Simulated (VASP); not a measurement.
# Si (Cmcm) in VASP: further runs

The runs below take Si through single point, with PBEsol.

Everything below comes from runs of VASP 6.6.1. Logs are shortened: lines on timing, memory, paths and dates and some standing lists are left out, and cuts for length are marked.

### Step 1. The cell of the first run

The structure is orthorhombic, space group Cmcm (No. 63). Conventional cell: a = 3.908 Å, b = 6.503 Å, c = 6.333 Å, α = 90.00°, β = 90.00°, γ = 90.00°. Within 3.1 Å of Si (site symmetry m) lie 4 Si at 2.31 to 2.37 Å.

### Step 2. Single point, PBEsol (strain +0.0200 x Voigt [1, -1, 0, 0, 0, 0])

The input, INCAR:

```
SYSTEM = Si
PREC     = Accurate       ! precision mode
ENCUT    = 520            ! plane-wave cutoff, eV
EDIFF    = 1E-6           ! SCF threshold, eV
ISMEAR   = 0              ! smearing method
SIGMA    = 0.03           ! smearing width, eV
LREAL    = .False.        ! projectors in reciprocal space
LASPH    = .True.         ! aspherical terms in the spheres
NELM     = 100            ! most SCF steps
ALGO     = Normal         ! electronic algorithm
ISIF     = 2              ! what is computed and relaxed
LWAVE    = .False.        ! write WAVECAR
LCHARG   = .False.        ! write CHGCAR
GGA      = PS             ! functional
NBANDS   = 16             ! bands
```

The input, KPOINTS:

```
regular mesh
0
Gamma
  12 12 6
  0 0 0
```

The input, POSCAR:

```
Si
1.0
    3.9079438097      0.0000000000      0.0000000000
   -1.9539719049      3.2516578857      0.0000000000
    0.0000000000      0.0000000000      6.3326220002
Si
4
Direct
    0.3333333333      0.6666666667      0.0630095000
    0.6666666667      0.3333333333      0.5630095000
    0.3333333333      0.6666666667      0.4369905000
    0.6666666667      0.3333333333      0.9369905000
```

Potentials or basis: VASP PAW PBE potentials, release 64 (Si).

Started as:

```sh
> cat potpaw_PBE.64/Si/POTCAR > POTCAR
> mpirun -np 1 vasp_std > vasp.out
```

OUTCAR:

```text
SYSTEM = Si
   PREC = Accurate
   ENCUT = 520
   EDIFF = 1E-6
   ISMEAR = 0
   LREAL = .False.
   LASPH = .True.
   NELM = 100
   ISIF = 2
   GGA = PS

 ion  position               nearest neighbor table
   1  0.333  0.667  0.063-   4 2.31   3 2.37   4 2.37   4 2.37
   2  0.667  0.333  0.563-   3 2.31   4 2.37   3 2.37   3 2.37
   3  0.333  0.667  0.437-   2 2.31   1 2.37   2 2.37   2 2.37
   4  0.667  0.333  0.937-   1 2.31   2 2.37   1 2.37   1 2.37

  Warning from LATTYP: Monoclinic adjustment (A1->A3, A2->A1, A3->A2)!
  LATTYP: Found a base centered orthorhombic cell.
 ALAT       =     3.9079438097
 B/A-ratio  =     1.6641272465
 C/A-ratio  =     1.6204485808

  Lattice vectors:

 A1 = (   1.9539719049,  -3.2516578857,   0.0000000000)
 A2 = (   1.9539719048,   3.2516578857,   0.0000000000)
 A3 = (   0.0000000000,   0.0000000000,   6.3326220002)

Analysis of symmetry for initial positions (statically):
=====================================================================
 Subroutine PRICEL returns:
 Original cell was already a primitive cell.

 Routine SETGRP: Setting up the symmetry group for a
 base centered orthorhombic supercell.

 Subroutine GETGRP returns: Found  8 space group operations
 (whereof  4 operations were pure point group operations)
 out of a pool of  8 trial point group operations.

The static configuration has the point symmetry C_2h.
 The point group associated with its full space group is D_2h.

Analysis of symmetry for dynamics (positions and initial velocities):
=====================================================================
 Subroutine PRICEL returns:
 Original cell was already a primitive cell.

 Routine SETGRP: Setting up the symmetry group for a
 base centered orthorhombic supercell.

 Subroutine GETGRP returns: Found  8 space group operations
 (whereof  4 operations were pure point group operations)
 out of a pool of  8 trial point group operations.

The dynamic configuration has the point symmetry C_2h.
 The point group associated with its full space group is D_2h.

 Subroutine INISYM returns: Found  8 space group operations
 (whereof  4 operations are pure point group operations),
 and found     1 'primitive' translations

----------------------------------------------------------------------------------------

                                     Primitive cell

  volume of cell :      80.4705

  direct lattice vectors                    reciprocal lattice vectors
     3.907943810  0.000000000  0.000000000     0.255889043  0.153767714  0.000000000
    -1.953971905  3.251657886  0.000000000     0.000000000  0.307535428  0.000000000
     0.000000000  0.000000000  6.332622000     0.000000000  0.000000000  0.157912473

  length of vectors
[... 95 lines left out ...]
   TEBEG  =    0.0;   TEEND  =   0.0 temperature during run
   PSTRESS=    0.0 pullay stress
   NELECT =      16.0000    total number of electrons
   NUPDOWN=      -1.0000    fix difference up-down
   EMIN   =  10.00;   EMAX   =-10.00  energy-range for DOS
   EFERMI =   0.00;   METHOD = LEGACY
   ISMEAR =     0;   SIGMA  =   0.03  broadening in eV -4-tet -1-fermi 0-gaus
   EFERMI_NEDOS =   21; number of points for ismear=-14 and -15
   IALGO  =     38    algorithm
   IMIX   =      4    mixing-type and parameters
     AMIX     =   0.40;   BMIX     =  1.00
     AMIX_MAG =   1.60;   BMIX_MAG =  1.00
  volume/ion in A,a.u.               =      20.12       135.76
  Fermi-wavevector in a.u.,A,eV,Ry     =   0.955511  1.805655 12.422149  0.913002
  Thomas-Fermi vector in A             =   2.084356
   LORBIT       =      0    0 simple, 1 ext, 2 COOP (PROOUT), +10 PAW based schemes
   GGA     = PS    functional components
   LHFCALC =     F    Hartree Fock is set to
   AEXX    =    0.0000 exact exchange contribution
   IVDW    =     0    specifies the selected vdW correction
   LEPSILON=     F    determine dielectric tensor
   LRPA    =     F    only Hartree local field effects (RPA)
 non-spin polarized calculation
 Gauss-broadening in eV      SIGMA  =   0.03
  energy-cutoff  :      520.00
  volume of cell :       80.47
 maximum number of plane-waves:      2190
 NGX is ok and might be reduce to    30
   NGX = 15   NGY = 15   NGZ = 23

 number of electron      16.0000000 magnetization

 Free energy of the ion-electron system (eV)
  ---------------------------------------------------
  ext. energy  EPLUGINS =         0.00000000
  ---------------------------------------------------
  free energy    TOTEN  =       -22.91333668 eV

  energy without entropy =      -22.91330449  energy(sigma->0) =      -22.91332058

 E-fermi :   6.0520     XC(G=0):  -9.5308

 val. band max:        6.0387119390   @ k =   0.0000   0.5000   0.0000
 cond. band min:       6.0653862341   @ k =   0.0000   0.0000   0.0000
 fundamental gap:      0.0266742951
 Fermi energy:         6.0520438173

 k-point     1 :       0.0000    0.0000    0.0000
  band No.  band energies     occupation
      1      -6.2331      2.00000
      2      -3.9329      2.00000
      3      -1.2715      2.00000
      4       4.3913      2.00000
      5       4.5464      2.00000
      6       5.6430      2.00000
[... 433 lines left out ...]
      3      -1.4762      2.00000
      4       0.0393      2.00000
      5       1.2462      2.00000
      6       2.0563      2.00000
[... 8 lines left out ...]
     15      12.2415      0.00000
     16      13.0920      0.00000

 [... further k-points ...]

------------------------ aborting loop because EDIFF is reached ----------------------------------------

  FORCE on cell =-STRESS in cart. coord.  units (eV):
  Direction    XX          YY          ZZ          XY          YZ          ZX
  --------------------------------------------------------------------------------------
  -------------------------------------------------------------------------------------
  Total       -1.8388756      1.6603817     -0.1336417     -0.0000000     -0.0000000      0.0000000
  in kB      -36.6122318     33.0583979     -2.6608215     -0.0000000     -0.0000000      0.0000000
  external PRESSURE =      -2.0715518 kB  Pullay stress =       0.0000000 kB

 VOLUME and BASIS-vectors are now :
 -----------------------------------------------------------------------------
  energy-cutoff  :      520.00
  volume of cell :       80.47
      direct lattice vectors                 reciprocal lattice vectors
     3.907943810  0.000000000  0.000000000     0.255889043  0.153767714  0.000000000
    -1.953971905  3.251657886  0.000000000     0.000000000  0.307535428  0.000000000
     0.000000000  0.000000000  6.332622000     0.000000000  0.000000000  0.157912473

 POSITION                                       TOTAL-FORCE (eV/Angst)
 -----------------------------------------------------------------------------------
     -0.00000      2.16777      0.39902         0.000000     -0.350100      0.008778
      1.95397      1.08389      3.56533        -0.000000      0.350100      0.008778
     -0.00000      2.16777      2.76730         0.000000     -0.350100     -0.008778
      1.95397      1.08389      5.93361        -0.000000      0.350100     -0.008778
 -----------------------------------------------------------------------------------
    total drift:                               -0.000000      0.000000     -0.000000

  FREE ENERGIE OF THE ION-ELECTRON SYSTEM (eV)
  ---------------------------------------------------
  free  energy   TOTEN  =       -22.9133366757 eV

  energy  without entropy=      -22.9133044890  energy(sigma->0) =      -22.91332058
```

OSZICAR:

```text
N       E                     dE             d eps       ncg     rms          rms(c)
DAV:   1     0.242973803555E+02    0.24297E+02   -0.59556E+03  5504   0.820E+02
DAV:   2    -0.214937138715E+02   -0.45791E+02   -0.41613E+02  7384   0.121E+02
DAV:   3    -0.233420840105E+02   -0.18484E+01   -0.18313E+01  7504   0.226E+01
DAV:   4    -0.233634887060E+02   -0.21405E-01   -0.21399E-01  6736   0.311E+00
DAV:   5    -0.233638513647E+02   -0.36266E-03   -0.36260E-03  7616   0.383E-01    0.699E+00
DAV:   6    -0.230524368887E+02    0.31141E+00   -0.11734E-01  6472   0.163E+00    0.418E+00
DAV:   7    -0.229121431776E+02    0.14029E+00   -0.22823E-01  6728   0.232E+00    0.256E-01
DAV:   8    -0.229131095170E+02   -0.96634E-03   -0.18293E-02  6608   0.722E-01    0.132E-01
DAV:   9    -0.229132683842E+02   -0.15887E-03   -0.61207E-04  7504   0.144E-01    0.875E-02
DAV:  10    -0.229133318338E+02   -0.63450E-04   -0.13629E-04  6456   0.581E-02    0.196E-02
DAV:  11    -0.229133356800E+02   -0.38462E-05   -0.11190E-05  7520   0.191E-02    0.137E-02
DAV:  12    -0.229133366757E+02   -0.99569E-06   -0.15840E-06  5328   0.712E-03
   1 F= -.22913337E+02 E0= -.22913321E+02  d E =-.321866E-04
```

Run time: 1.9 min. Hardware: 1 thread of Intel Xeon 6975P-C (Granite Rapids), shared host; peak memory 0.29 GiB.

What came out:

```yaml
Free_energy: -22.9133 eV
Pressure: -0.2 GPa
Largest_force: 0.350 eV/Å
Band_gap_on_the_k_mesh: zero (bands 8 and 9 overlap by 0.03 eV)
```

Forces on the atoms (eV/Å):
```
Si   0.000 -0.350  0.009
Si   0.000  0.350  0.009
Si   0.000 -0.350 -0.009
Si   0.000  0.350 -0.009
```

Caveat: the cell differs from its parent crystal (strain +0.0200 x Voigt [1, -1, 0, 0, 0, 0]); the stress differs along the axes, from -4 to 3 GPa; semilocal functionals underestimate gaps, and a narrow one can read as zero; the PAW data sets were made with another functional, which shifts forces and pressure a little.

### Step 3. Single point, PBEsol (strain -0.0200 x Voigt [1, -1, 0, 0, 0, 0])

The input, INCAR:

```
  PREC = Accurate
  ENCUT = 520
  EDIFF = 1E-6
  ISMEAR = 0
  SIGMA = 0.03
  LREAL = False
  LASPH = True
  NELM = 80
  ALGO = Normal
  ISIF = 2
  LWAVE = False
  LCHARG = False
  GGA = PS
  NBANDS = 16
```

The input, KPOINTS:

```
regular mesh
0
Gamma
  12 12 6
```

POSCAR, as its differences from that of step 2:

```diff
@@ -2,4 +2,4 @@
 1.0
-    3.9079438097      0.0000000000      0.0000000000
-   -1.9539719049      3.2516578857      0.0000000000
+    3.7546911113      0.0000000000      0.0000000000
+   -1.8773455557      3.3843786158      0.0000000000
     0.0000000000      0.0000000000      6.3326220002
```

Potentials or basis: VASP PAW PBE potentials, release 64 (Si).

Started as:

```sh
> cat potpaw_PBE.64/Si/POTCAR > POTCAR
> mpirun -np 1 vasp_std > vasp.out
```

It took 93 s on 1 thread of Intel Xeon 6975P-C (Granite Rapids), shared host; peak memory 0.28 GiB.

It converged, with:

- Free energy: -22.9137 eV
- Pressure: -0.2 GPa
- Largest force: 0.301 eV/Å
- Band gap on the k mesh: 0.08 eV (least direct gap 0.76 eV)

Forces in eV/Å, atoms in the order of the input:
```
Si   0.000  0.301  0.006
Si   0.000 -0.301  0.006
Si   0.000  0.301 -0.006
Si   0.000 -0.301 -0.006
```

Stress tensor (GPa, compression positive):
```
 3.26  0.00  0.00
 0.00 -3.61  0.00
 0.00  0.00 -0.25
```

Levels at points of the mesh, in eV from the valence-band top:
```
           k point  band 4  band 5  band 6  band 7  band 8  band 9  band 10  band 11  band 12  band 13
(0.00, 0.00, 0.00)   -1.72   -1.51   -0.45   -0.17    0.00    0.76     1.77     2.07     2.20     3.17
(0.50, 0.00, 0.00)   -6.12   -4.77   -3.32   -3.10   -1.64    0.08     2.02     2.77     2.84     4.38
(0.00, 0.50, 0.00)   -6.01   -4.88   -3.13   -2.91   -1.30    0.49     2.51     2.84     3.19     4.11
(0.00, 0.00, 0.50)   -4.36   -1.12   -1.12   -0.92   -0.92    1.56     1.56     2.70     2.70     3.07
(0.50, 0.00, 0.50)   -7.40   -2.67   -2.67   -2.52   -2.52    0.62     0.62     1.48     1.48     5.39
(0.00, 0.50, 0.50)   -7.35   -2.62   -2.62   -2.28   -2.28    0.93     0.93     1.52     1.52     5.67
```

Caveat: the cell differs from its parent crystal (strain -0.0200 x Voigt [1, -1, 0, 0, 0, 0]); the stress differs along the axes, from -4 to 3 GPa; semilocal functionals underestimate gaps, and a narrow one can read as zero; the PAW data sets were made with another functional, which shifts forces and pressure a little. A k mesh can miss the band edges.

The gap in the log of VASP goes by the Fermi energy; the results here count the filled bands.